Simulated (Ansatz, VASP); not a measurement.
Ta3Cu: VASP beside Ansatz

INCAR

```
SYSTEM = Ta3Cu
PREC = Accurate
ENCUT = 520
EDIFF = 1E-7
ISMEAR = -1
SIGMA = 0.05
LREAL = .False.
LASPH = .True.
NELM = 100
ALGO = Normal
ISIF = 2
LWAVE = .False.
LCHARG = .False.
GGA = PE
NBANDS = 30
```

The input KPOINTS:

```
Automatic mesh
0
Gamma
  5 5 5
  0 0 0
```

POSCAR

```
Ta3Cu
1.0
   -2.0065070000      2.0065070000      4.2081700000
    2.0065070000     -2.0065070000      4.2081700000
    2.0065070000      2.0065070000     -4.2081700000
Ta Cu
3 1
Direct
    0.5000000000      0.5000000000      0.0000000000
    0.2500000000      0.7500000000      0.5000000000
    0.7500000000      0.2500000000      0.5000000000
    0.0000000000      0.0000000000      0.0000000000
```

The input input.yaml:

```yaml
crystal:
  lattice:
    - [-2.006507, 2.006507, 4.20817]
    - [2.006507, -2.006507, 4.20817]
    - [2.006507, 2.006507, -4.20817]
  atoms:
    - { symbol: Ta, position: [0.5, 0.5, 0.0] }
    - { symbol: Ta, position: [0.25, 0.75, 0.5] }
    - { symbol: Ta, position: [0.75, 0.25, 0.5] }
    - { symbol: Cu, position: [0.0, 0.0, 0.0] }
hamiltonian:
  xc: pbe
  pseudopotentials: { kind: paw }
kpoints:
  mp_grid: { grid: [5, 5, 5] }
scf:
  occupations: { method: fermi_dirac, width: 0.05 }
  n_extra_bands: 10
output:
  forces: true
  stress: true
  eigenvalues: true
  dos: { projected: true, de: 0.05, nscf_kmesh: { grid: [8, 8, 8] } }
  write_density: true
  write_potential: true
  elf: true
  volumetric_format: npy
```

Alike in both runs: functional PBE; k mesh 5 × 5 × 5; occupations fermi-dirac, width 0.05 eV; no spin polarisation.

|  | VASP | Ansatz |
| --- | --- | --- |
| version | VASP 6.6.1 | Ansatz 0.2.0 |
| potentials or method | VASP PAW PBE potentials, release 64 (Ta_pv, Cu) | Ansatz PAW |
| plane-wave cutoff (eV) | 520 | 420 |
| valence electrons in the cell | 44 | 58 |
| task | single point | projected density of states |

VASP gave:

```
gap on the k mesh at the Fermi level (eV)                     : none
pressure (GPa)                                                : 0.5
traceless stress, the component that is largest in VASP (GPa) : -0.81
```

**Question.** Which values does Ansatz return?

**Answer.** gap on the k mesh at the Fermi level (eV): none; pressure (GPa): 0.2; traceless stress, the component that is largest in VASP (GPa): -0.67.

A gap of «none» marks a metal or a gap that the smearing closes. VASP's potentials hold 44 valence electrons a cell and Ansatz's 58, so a difference there can come from the potentials and not from the codes.

The k mesh is coarse, so the values compare programs but aren't converged. Neither program's run includes spin-orbit coupling.
